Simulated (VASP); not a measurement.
Write the native input for VASP 6.6.1 that does the following.

| Property | Result |
| --- | --- |
| Task | single point |
| Functional | r2SCAN |
| Potentials or basis | VASP PAW PBE potentials, release 64 (Au) |
| Cutoff | 520 eV |
| k mesh | 22 × 22 × 22 |
| Occupations | gaussian, width 0.15 eV |
| Spin | no spin polarisation |
| Dipole correction | no |
| Further INCAR settings | ALGO = Normal; EDIFF = 1e-06; NBANDS = 12 |

Au:

```
Au
1.0
    -1.83700    1.66205    1.66205
     1.66205   -1.83700    1.66205
     1.66205    1.66205   -1.83700
Au
1
Direct
  0.00000 0.00000 0.00000
```

This cell differs from its parent crystal: ratio of the length along [111] to the lengths across it x 0.85, volume and fractional coordinates fixed.

The input as run:

POSCAR

```
Au
1.0
   -1.8370007372      1.6620482860      1.6620482860
    1.6620482860     -1.8370007372      1.6620482860
    1.6620482860      1.6620482860     -1.8370007372
Au
1
Direct
    0.0000000000      0.0000000000      0.0000000000
```

INCAR.step1

```
PREC = Accurate ; ENCUT = 520
ISMEAR = 0 ; SIGMA = 0.15
LREAL = False ; LASPH = True
NELM = 80 ; NBANDS = 12
GGA = PE ; ALGO = Normal
EDIFF = 1E-4 ; LWAVE = True
LCHARG = False
```

INCAR.step2

```
PREC = Accurate ; ENCUT = 520
EDIFF = 1E-6 ; ISMEAR = 0
SIGMA = 0.15 ; LREAL = False
LASPH = True ; NELM = 80
ALGO = Normal ; ISIF = 2
LWAVE = False ; LCHARG = False
METAGGA = R2SCAN ; LMIXTAU = True
NBANDS = 12 ; ISTART = 1
```

KPOINTS

```
regular mesh
0
Gamma
  22 22 22
```

Potentials or basis: VASP PAW PBE potentials, release 64 (Au).

The run is started by

```console
$ cat potpaw_PBE.64/Au/POTCAR > POTCAR
$ cp INCAR.step1 INCAR
$ mpirun -np 1 vasp_std > vasp.out
$ cp INCAR.step2 INCAR
$ mpirun -np 1 vasp_std > vasp.out
```

Results of the run:

```
Pressure               : 2.9 GPa
Band gap on the k mesh : zero (an odd number of electrons rules out a gap without spin polarisation)
```

Caveat: the PAW data sets were made with another functional, which shifts forces and pressure a little; spin-orbit coupling is left out, which moves the levels of the heavy elements.

It took 8.1 min on 1 thread of Intel(R) Xeon(R) Platinum 8259CL CPU @ 2.50GHz (Skylake/Cascade Lake), with other jobs on the host, peak memory 0.33 GiB.
